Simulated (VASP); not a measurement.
## KRu: relaxation of cell and atoms with PBE

The system is KRu.

```xyz
2
Lattice="-2.3369 2.3369 2.5510 2.3369 -2.3369 2.5510 2.3369 2.3369 -2.5510" Properties=species:S:1:pos:R:3 pbc="T T T"
K     0.0000    0.0000    2.5510
Ru    0.0000    0.0000    0.0000
```

The cell was built from a structure type or drawn by symmetry, and may not be a known phase.

```yaml
Program: VASP 6.6.1
Task: relaxation of cell and atoms
Functional: PBE
Potentials_or_basis: VASP PAW PBE potentials, release 64 (K_sv, Ru_pv)
Cutoff: 600 eV
k_mesh: 6 × 6 × 6
Occupations: gaussian, width 0.1 eV
Spin: no spin polarisation
Dipole_correction: no
Further_INCAR_settings: ALGO = Fast; EDIFF = 1e-06; IBRION = 2; EDIFFG = -0.04; NSW = 90; ISIF = 3
```

```json
{"Relaxed volume": "28.95 Å³/atom", "Relaxed cell": "a = 4.344 Å, b = 4.344 Å, c = 4.344 Å, α = 120.06°, β = 120.06°, γ = 89.90°", "Space group after relaxing (to 0.1 Å)": "Fm-3m (No. 225)", "Energy gained by relaxing": "179.7 meV/atom", "Ionic steps": "9", "Pressure after relaxing": "0.0 GPa", "Band gap on the k mesh": "zero (an odd number of electrons rules out a gap without spin polarisation)"}
```

Stress tensor (GPa, compression positive):
```
 0.03  0.00  0.00
 0.00  0.03  0.00
 0.00  0.00 -0.11
```

The path:
| step | energy change (eV) | largest force (eV/Å) | pressure (GPa) | volume (Å³) |
| --- | --- | --- | --- | --- |
| 1 | 0.0000 | 0.0000 | 1.64 | 55.72 |
| 2 | -0.1838 | 0.0000 | 0.57 | 57.92 |
| 3 | -0.3241 | 0.0000 | -1.20 | 63.35 |
| 4 | -0.3454 | 0.0000 | -0.98 | 62.04 |
| 5 | -0.3454 | 0.0000 | -0.93 | 61.86 |
| 6 | -0.3564 | 0.0000 | -0.60 | 59.77 |
| 7 | -0.3580 | 0.0000 | 0.13 | 57.42 |
| 8 | -0.3589 | 0.0000 | -0.12 | 58.22 |
| 9 | -0.3594 | 0.0000 | -0.01 | 57.89 |

Final structure:
```cif
data_structure
_symmetry_space_group_name_H-M 'P 1'
_symmetry_Int_Tables_number 1
_cell_length_a 4.3436
_cell_length_b 4.3436
_cell_length_c 4.3436
_cell_angle_alpha 120.059
_cell_angle_beta 120.059
_cell_angle_gamma 89.897
_cell_volume 57.89
loop_
_atom_site_label
_atom_site_type_symbol
_atom_site_fract_x
_atom_site_fract_y
_atom_site_fract_z
_atom_site_occupancy
K1 K 0.50000 0.50000 0.00000 1
Ru1 Ru 0.00000 0.00000 0.00000 1
```

Levels at points of the mesh, in eV from the Fermi level:
```tsv
k point	band 7	band 8	band 9	band 10	band 11	band 12	band 13	band 14	band 15
(0.00, 0.00, 0.00)	-13.02	-2.69	-0.61	-0.60	-0.60	-0.54	-0.54	7.46	7.46
(0.50, 0.00, 0.00)	-13.08	-0.88	-0.24	-0.23	0.14	0.14	0.83	1.42	4.87
(0.50, 0.50, 0.00)	-13.09	-1.19	-0.73	-0.25	0.18	0.18	0.85	2.16	5.93
(0.50, 0.50, 0.50)	-13.09	-1.20	-0.73	-0.26	0.18	0.18	0.85	2.15	5.94
```

Wall time 8 min on 1 thread of Intel Xeon 8259CL, with other jobs on the host, peak memory 0.24 GiB.
